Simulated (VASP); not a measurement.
# Ge (P6_3/mmc) in VASP: notebook

Ge is run at these levels: revPBE; tasks: single point.

Program: VASP 6.6.1. These are calculated values, not measurements. Logs are shortened: lines on timing, memory, paths and dates and some standing lists are left out, and cuts for length are marked.

### Step 1. The cell of the first run

Symmetry: P6_3/mmc, No. 194, hexagonal system. The conventional cell has a = 3.086 Å, b = 3.086 Å, c = 4.780 Å, α = 90.00°, β = 90.00°, γ = 120.00°. Within 3.9 Å of Ge (site symmetry -6m2) lie 12 Ge at 2.98 to 3.09 Å.

### Step 2. Single point, revPBE

Input file INCAR:

```
SYSTEM = Ge
PREC = Accurate
ENCUT = 520
EDIFF = 1E-6
ISMEAR = -1
SIGMA = 0.1
LREAL = .False.
LASPH = .True.
NELM = 60
ALGO = Normal
ISIF = 2
LWAVE = .False.
LCHARG = .False.
GGA = RE
NBANDS = 21
```

Input file KPOINTS:

```
regular mesh
0
Gamma
  12 12 7
  0 0 0
```

Input file POSCAR:

```
Ge
1.0
    3.0855885071      0.0000000000      0.0000000000
   -1.5427942536      2.6721980328      0.0000000000
    0.0000000000      0.0000000000      4.7798185076
Ge
2
Direct
    0.3333333333      0.6666666667      0.2500000000
    0.6666666667      0.3333333333      0.7500000000
```

Potentials or basis: VASP PAW PBE potentials, release 64 (Ge_d).

Run with:

```bash
$ cat potpaw_PBE.64/Ge_d/POTCAR > POTCAR
$ mpirun -np 1 vasp_std > vasp.out
```

OUTCAR:

```text
SYSTEM = Ge
   PREC = Accurate
   ENCUT = 520
   EDIFF = 1E-6
   ISMEAR = -1
   LREAL = .False.
   LASPH = .True.
   NELM = 60
   ISIF = 2
   GGA = RE

 ion  position               nearest neighbor table
   1  0.333  0.667  0.250-
   2  0.667  0.333  0.750-

  LATTYP: Found a hexagonal cell.
 ALAT       =     3.0855885071
 C/A-ratio  =     1.5490784000

  Lattice vectors:

 A1 = (   3.0855885071,   0.0000000000,   0.0000000000)
 A2 = (  -1.5427942536,   2.6721980328,   0.0000000000)
 A3 = (   0.0000000000,   0.0000000000,   4.7798185076)

Analysis of symmetry for initial positions (statically):
=====================================================================
 Subroutine PRICEL returns:
 Original cell was already a primitive cell.

 Routine SETGRP: Setting up the symmetry group for a
 hexagonal supercell.

 Subroutine GETGRP returns: Found 24 space group operations
 (whereof 12 operations were pure point group operations)
 out of a pool of 24 trial point group operations.

The static configuration has the point symmetry D_3d.
 The point group associated with its full space group is D_6h.

Analysis of symmetry for dynamics (positions and initial velocities):
=====================================================================
 Subroutine PRICEL returns:
 Original cell was already a primitive cell.

 Routine SETGRP: Setting up the symmetry group for a
 hexagonal supercell.

 Subroutine GETGRP returns: Found 24 space group operations
 (whereof 12 operations were pure point group operations)
 out of a pool of 24 trial point group operations.

The dynamic configuration has the point symmetry D_3d.
 The point group associated with its full space group is D_6h.

 Subroutine INISYM returns: Found 24 space group operations
 (whereof 12 operations are pure point group operations),
 and found     1 'primitive' translations

----------------------------------------------------------------------------------------

                                     Primitive cell

  volume of cell :      39.4111

  direct lattice vectors                    reciprocal lattice vectors
     3.085588507  0.000000000  0.000000000     0.324087284  0.187111881  0.000000000
    -1.542794254  2.672198033  0.000000000     0.000000000  0.374223762  0.000000000
     0.000000000  0.000000000  4.779818508     0.000000000  0.000000000  0.209212965

  length of vectors
     3.085588507  3.085588507  4.779818508     0.374223762  0.374223762  0.209212965

  position of ions in fractional coordinates (direct lattice)
     0.333333333  0.666666667  0.250000000
     0.666666667  0.333333333  0.750000000

  ion indices of the primitive-cell ions
   primitive index   ion index
                 1           1
                 2           2

----------------------------------------------------------------------------------------

 KPOINTS: regular mesh

Automatic generation of k-mesh.
 Grid dimensions read from file:
 generate k-points for:   12   12    7

 Generating k-lattice:

  Cartesian coordinates                     Fractional coordinates (reciprocal lattice)
     0.027007274  0.015592657  0.000000000     0.083333333  0.000000000  0.000000000
     0.000000000  0.031185313  0.000000000     0.000000000  0.083333333  0.000000000
     0.000000000  0.000000000  0.029887566     0.000000000  0.000000000  0.142857143

  Length of vectors
     0.031185313  0.031185313  0.029887566

  Shift w.r.t. Gamma in fractional coordinates (k-lattice)
     0.000000000  0.000000000  0.000000000

 Subroutine IBZKPT returns following result:
 ===========================================

 Found     76 irreducible k-points:

 Following reciprocal coordinates:
            Coordinates               Weight
  0.000000  0.000000  0.000000      1.000000
  0.083333  0.000000  0.000000      6.000000
  0.166667  0.000000  0.000000      6.000000
  0.250000  0.000000  0.000000      6.000000
  0.333333  0.000000  0.000000      6.000000
  0.416667  0.000000  0.000000      6.000000
[... 16 lines left out ...]
  0.250000  0.000000  0.142857     12.000000
  0.333333  0.000000  0.142857     12.000000
 [... further k-points ...]
   k-points           NKPTS =     76   k-points in BZ     NKDIM =     76   number of bands    NBANDS=     21
   number of dos      NEDOS =    301   number of ions     NIONS =      2
   total plane-waves  NPLWV =  20736
   dimension x,y,z NGX =    24 NGY =   24 NGZ =   36
   dimension x,y,z NGXF=    48 NGYF=   48 NGZF=   72
   ions per type =               2
   NGX,Y,Z   is equivalent  to a cutoff of  12.93, 12.93, 12.52 a.u.
   NGXF,Y,Z  is equivalent  to a cutoff of  25.86, 25.86, 25.04 a.u.
 SYSTEM =  Ge
   PREC   = accura    normal or accurate (medium, high low for compatibility)
   ISTART =      0    job   : 0-new  1-cont  2-samecut
   ICHARG =      2    charge: 1-file 2-atom 10-const
   ISPIN  =      1    spin polarized calculation?
   LNONCOLLINEAR =      F non collinear calculations
   LSORBIT =      F    spin-orbit coupling
   LASPH  =      T    aspherical Exc in radial PAW
   ENCUT  =  520.0 eV  38.22 Ry    6.18 a.u.   5.74  5.74  8.89*2*pi/ulx,y,z
   NELM   =     60;   NELMIN=  2; NELMDL= -5     # of ELM steps
   EDIFF  = 0.1E-05   stopping-criterion for ELM
   LREAL  =      F    real-space projection
   EDIFFG = 0.1E-04   stopping-criterion for IOM
   NSW    =      0    number of steps for IOM
   IBRION =     -1    ionic relax: 0-MD 1-quasi-New 2-CG
   NFREE  =      0    steps in history (QN), initial steepest desc. (CG)
   ISIF   =      2    stress and relaxation
   ISYM   =      2    0-nonsym 1-usesym 2-fastsym
   POTIM  = 0.5000    time-step for ionic-motion
   TEBEG  =    0.0;   TEEND  =   0.0 temperature during run
   PSTRESS=    0.0 pullay stress
   NELECT =      28.0000    total number of electrons
   NUPDOWN=      -1.0000    fix difference up-down
   EMIN   =  10.00;   EMAX   =-10.00  energy-range for DOS
   EFERMI =   0.00;   METHOD = LEGACY
   ISMEAR =    -1;   SIGMA  =   0.10  broadening in eV -4-tet -1-fermi 0-gaus
   EFERMI_NEDOS =   21; number of points for ismear=-14 and -15
   IALGO  =     38    algorithm
   IMIX   =      4    mixing-type and parameters
     AMIX     =   0.40;   BMIX     =  1.00
     AMIX_MAG =   1.60;   BMIX_MAG =  1.00
  volume/ion in A,a.u.               =      19.71       132.98
  Fermi-wavevector in a.u.,A,eV,Ry     =   1.460791  2.760495 29.033622  2.133911
  Thomas-Fermi vector in A             =   2.577199
   LORBIT       =      0    0 simple, 1 ext, 2 COOP (PROOUT), +10 PAW based schemes
   GGA     = RE    functional components
   LHFCALC =     F    Hartree Fock is set to
   AEXX    =    0.0000 exact exchange contribution
   IVDW    =     0    specifies the selected vdW correction
   LEPSILON=     F    determine dielectric tensor
   LRPA    =     F    only Hartree local field effects (RPA)
 non-spin polarized calculation
  energy-cutoff  :      520.00
  volume of cell :       39.41
 maximum number of plane-waves:      1085
 NGX is ok and might be reduce to    24
   NGX = 11   NGY = 11   NGZ = 17

 number of electron      27.9999982 magnetization

 Free energy of the ion-electron system (eV)
  ---------------------------------------------------
  ext. energy  EPLUGINS =         0.00000000
  ---------------------------------------------------
  free energy    TOTEN  =        -7.78262644 eV

  energy without entropy =       -7.75453304  energy(sigma->0) =       -7.76857974

 E-fermi :   6.4370     XC(G=0): -11.0072

 val. band max:        6.4316317263   @ k =   0.2500   0.0000   0.4286
 cond. band min:       6.4849161270   @ k =   0.4167   0.0833   0.1429
 fundamental gap:      0.0532844006
 Fermi energy:         6.4369646199

 k-point     1 :       0.0000    0.0000    0.0000
  band No.  band energies     occupation
      1     -18.3607      2.00000
      2     -18.3577      2.00000
      3     -18.3577      2.00000
      4     -18.3505      2.00000
      5     -18.3505      2.00000
      6     -18.3491      2.00000
[... 13 lines left out ...]
     20      18.6554      0.00000
     21      19.8387      0.00000

 k-point     2 :       0.0833    0.0000    0.0000
  band No.  band energies     occupation
      1     -18.3647      2.00000
      2     -18.3590      2.00000
      3     -18.3534      2.00000
      4     -18.3470      2.00000
      5     -18.3462      2.00000
      6     -18.3456      2.00000
[... 13 lines left out ...]
     20      18.2910      0.00000
     21      19.8620      0.00000

 k-point     3 :       0.1667    0.0000    0.0000
  band No.  band energies     occupation
      1     -18.3749      2.00000
      2     -18.3571      2.00000
      3     -18.3506      2.00000
      4     -18.3506      2.00000
      5     -18.3415      2.00000
      6     -18.3410      2.00000
[... 13 lines left out ...]
     20      19.3752      0.00000
     21      19.7441      0.00000

 k-point     4 :       0.2500    0.0000    0.0000
  band No.  band energies     occupation
      1     -18.3860      2.00000
      2     -18.3583      2.00000
      3     -18.3569      2.00000
      4     -18.3558      2.00000
      5     -18.3335      2.00000
      6     -18.3256      2.00000
[... 13 lines left out ...]
     20      18.3247      0.00000
     21      19.5529      0.00000

 k-point     5 :       0.3333    0.0000    0.0000
  band No.  band energies     occupation
      1     -18.3960      2.00000
      2     -18.3670      2.00000
      3     -18.3629      2.00000
      4     -18.3562      2.00000
      5     -18.3251      2.00000
      6     -18.3097      2.00000
[... 13 lines left out ...]
     20      17.6573      0.00000
     21      19.0102      0.00000

 k-point     6 :       0.4167    0.0000    0.0000
  band No.  band energies     occupation
      1     -18.4029      2.00000
      2     -18.3738      2.00000
      3     -18.3671      2.00000
      4     -18.3572      2.00000
      5     -18.3186      2.00000
      6     -18.3134      2.00000
[... 13 lines left out ...]
     20      17.2644      0.00000
     21      18.6617      0.00000

 k-point     7 :       0.5000    0.0000    0.0000
  band No.  band energies     occupation
      1     -18.4054      2.00000
      2     -18.3765      2.00000
      3     -18.3685      2.00000
      4     -18.3577      2.00000
      5     -18.3161      2.00000
      6     -18.3154      2.00000
[... 13 lines left out ...]
     20      17.1331      0.00000
     21      18.5452      0.00000
[... 291 lines left out ...]
      1     -18.3625      2.00000
      2     -18.3625      2.00000
      3     -18.3598      2.00000
      4     -18.3525      2.00000
      5     -18.3525      2.00000
      6     -18.3494      2.00000
[... 13 lines left out ...]
     20      18.8426      0.00000
     21      19.3785      0.00000

 k-point    21 :       0.0833    0.0000    0.1429
  band No.  band energies     occupation
      1     -18.3660      2.00000
      2     -18.3602      2.00000
      3     -18.3593      2.00000
      4     -18.3500      2.00000
      5     -18.3482      2.00000
      6     -18.3480      2.00000
[... 13 lines left out ...]
     20      18.3568      0.00000
     21      19.4506      0.00000

 k-point    22 :       0.1667    0.0000    0.1429
  band No.  band energies     occupation
      1     -18.3750      2.00000
      2     -18.3582      2.00000
      3     -18.3540      2.00000
      4     -18.3539      2.00000
      5     -18.3404      2.00000
      6     -18.3367      2.00000
[... 13 lines left out ...]
     20      18.8471      0.00000
     21      19.2646      0.00000

 k-point    23 :       0.2500    0.0000    0.1429
  band No.  band energies     occupation
      1     -18.3852      2.00000
      2     -18.3613      2.00000
      3     -18.3570      2.00000
      4     -18.3551      2.00000
      5     -18.3318      2.00000
      6     -18.3236      2.00000
[... 13 lines left out ...]
     20      17.5080      0.00000
     21      19.0374      0.00000

 k-point    24 :       0.3333    0.0000    0.1429
  band No.  band energies     occupation
      1     -18.3943      2.00000
      2     -18.3700      2.00000
      3     -18.3593      2.00000
      4     -18.3572      2.00000
      5     -18.3246      2.00000
      6     -18.3143      2.00000
[... 13 lines left out ...]
     20      16.7136      0.00000
     21      19.2100      0.00000

 [... further k-points ...]

------------------------ aborting loop because EDIFF is reached ----------------------------------------

  FORCE on cell =-STRESS in cart. coord.  units (eV):
  Direction    XX          YY          ZZ          XY          YZ          ZX
  --------------------------------------------------------------------------------------
  -------------------------------------------------------------------------------------
  Total       -0.0126845     -0.0126845     -0.0088307      0.0000000      0.0000000      0.0000000
  in kB       -0.5156619     -0.5156619     -0.3589930      0.0000000      0.0000000      0.0000000
  external PRESSURE =      -0.4634389 kB  Pullay stress =       0.0000000 kB

 VOLUME and BASIS-vectors are now :
 -----------------------------------------------------------------------------
  energy-cutoff  :      520.00
  volume of cell :       39.41
      direct lattice vectors                 reciprocal lattice vectors
     3.085588507  0.000000000  0.000000000     0.324087284  0.187111881  0.000000000
    -1.542794254  2.672198033  0.000000000     0.000000000  0.374223762  0.000000000
     0.000000000  0.000000000  4.779818508     0.000000000  0.000000000  0.209212965

 POSITION                                       TOTAL-FORCE (eV/Angst)
 -----------------------------------------------------------------------------------
     -0.00000      1.78147      1.19495        -0.000000      0.000000      0.000000
      1.54279      0.89073      3.58486         0.000000     -0.000000      0.000000
 -----------------------------------------------------------------------------------
    total drift:                                0.000000     -0.000000      0.000000

  FREE ENERGIE OF THE ION-ELECTRON SYSTEM (eV)
  ---------------------------------------------------
  free  energy   TOTEN  =        -7.7826264354 eV

  energy  without entropy=       -7.7545330375  energy(sigma->0) =       -7.76857974
```

It took 16 s on 1 thread of Intel Xeon 6975P-C (Granite Rapids), shared host; peak memory 0.18 GiB.

What came out:

```
Free energy            : -7.7826 eV
Pressure               : 0.0 GPa
Band gap on the k mesh : zero (band 14 reaches 12.41 eV, above the bottom of band 15 at 3.78 eV)
```

Caveat: the PAW data sets were made with another functional, which shifts forces and pressure a little.

### Step 3. Single point, revPBE (volume scaled by 0.88)

Input file INCAR:

```
PREC = Accurate
ENCUT = 520
EDIFF = 1E-6
ISMEAR = -1
SIGMA = 0.1
LREAL = F
LASPH = T
NELM = 60
ALGO = Normal
ISIF = 2
LWAVE = F
LCHARG = F
GGA = RE
NBANDS = 21
```

Input file KPOINTS:

```
regular mesh
0
Gamma
  13 13 8
```

Input file POSCAR:

```
Ge
1.0
    2.9568700087      0.0000000000      0.0000000000
   -1.4784350044      2.5607245433      0.0000000000
    0.0000000000      0.0000000000      4.5804234621
Ge
2
Direct
    0.3333333333      0.6666666667      0.2500000000
    0.6666666667      0.3333333333      0.7500000000
```

Potentials or basis: VASP PAW PBE potentials, release 64 (Ge_d).

Run with:

```bash
$ cat potpaw_PBE.64/Ge_d/POTCAR > POTCAR
$ mpirun -np 1 vasp_std > vasp.out
```

Wall time 18 s (1 thread of Intel Xeon 6975P-C (Granite Rapids), shared host); peak memory 0.19 GiB.

It converged, with:

- Free energy: -7.6081 eV
- Pressure: 9.9 GPa
- Band gap on the k mesh: zero (band 14 reaches 14.81 eV, above the bottom of band 15 at 4.93 eV)

Stress tensor (GPa, compression positive):
```
 9.47  0.00  0.00
 0.00  9.47  0.00
 0.00  0.00 10.78
```

Levels at points of the mesh, in eV from the Fermi level:
```tsv
k point	band 11	band 12	band 13	band 14	band 15	band 16	band 17	band 18
(0.00, 0.00, 0.00)	-13.93	-7.35	-5.88	6.61	6.61	8.88	8.88	11.04
(0.00, 0.00, 0.50)	-12.12	-12.12	2.31	2.31	7.90	7.90	7.90	7.90
```

Caveat: the PAW data sets were made with another functional, which shifts forces and pressure a little.

[end of part 1 of 2]
